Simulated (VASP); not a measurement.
Input of a VASP 6.6.1 run:

The input INCAR:

```
ALGO = Normal ; DIPOL = 0.5 0.5 0.329
EDIFF = 1E-7 ; ENCUT = 520
GGA = PE ; IDIPOL = 3
ISIF = 2 ; ISMEAR = 0
IVDW = 12 ; LASPH = True
LCHARG = False ; LDIPOL = True
LREAL = Auto ; LWAVE = False
NBANDS = 116 ; NELM = 60
PREC = Accurate ; SIGMA = 0.1
```

KPOINTS

```
k-points
0
Gamma
  6 6 1
```

File POSCAR:

```
Zr8N
1.0
    6.3664247930      0.0000000000      0.0000000000
   -3.1832123965      5.5134856020      0.0000000000
    0.0000000000      0.0000000000     26.3387889958
Zr N
16 2
Direct
    0.3333333333      0.1666666667      0.1518672708
    0.3333333333      0.6666666667      0.1518672708
    0.8333333333      0.1666666667      0.1518672708
    0.8333333333      0.6666666667      0.1518672708
    0.1666666667      0.3333333333      0.2489701510
    0.1666666667      0.8333333333      0.2489701510
    0.6666666667      0.3333333333      0.2489701510
    0.6666666667      0.8333333333      0.2489701510
    0.3333333333      0.1666666667      0.3487109194
    0.3333333333      0.6666666667      0.3487109194
    0.8333333333      0.1666666667      0.3487109194
    0.8333333333      0.6666666667      0.3487109194
    0.1666666667      0.3333333333      0.4418877799
    0.1666666667      0.8333333333      0.4418877799
    0.6666666667      0.3333333333      0.4418877799
    0.6666666667      0.8333333333      0.4418877799
    0.1666666667      0.3333333333      0.5557882330
    0.1666666667      0.3333333333      0.5975517325
```

Potentials or basis: VASP PAW PBE potentials, release 64 (Zr_sv, N).

The run is started by

```sh
$ cat potpaw_PBE.64/Zr_sv/POTCAR potpaw_PBE.64/N/POTCAR > POTCAR
$ mpirun -np 1 vasp_std > vasp.out
```

Problem. Estimate the band gap on the k mesh.

Solution. Zero (bands 101 and 102 overlap by 1.15 eV).

Problem. What does it give for the dispersion energy per atom?

Solution. -0.373 eV.

Forces in eV/Å, atoms in the order of the input:
```
Zr   0.011 -0.006  0.395
Zr   0.000  0.012  0.395
Zr  -0.011 -0.006  0.395
Zr   0.000  0.000  0.394
Zr   0.000  0.000 -0.452
Zr   0.004  0.002 -0.418
Zr   0.000 -0.005 -0.418
Zr  -0.004  0.002 -0.418
Zr   0.016 -0.009  0.001
Zr   0.000  0.019  0.001
Zr  -0.016 -0.009  0.001
Zr   0.000  0.000 -0.006
Zr   0.000  0.000  0.720
Zr   0.012  0.007 -0.064
Zr   0.000 -0.014 -0.064
Zr  -0.012  0.007 -0.064
N    0.000  0.000 -3.133
N    0.000  0.000  2.735
```

Caveat: the standard files for N, O and F lose accuracy on very short bonds.
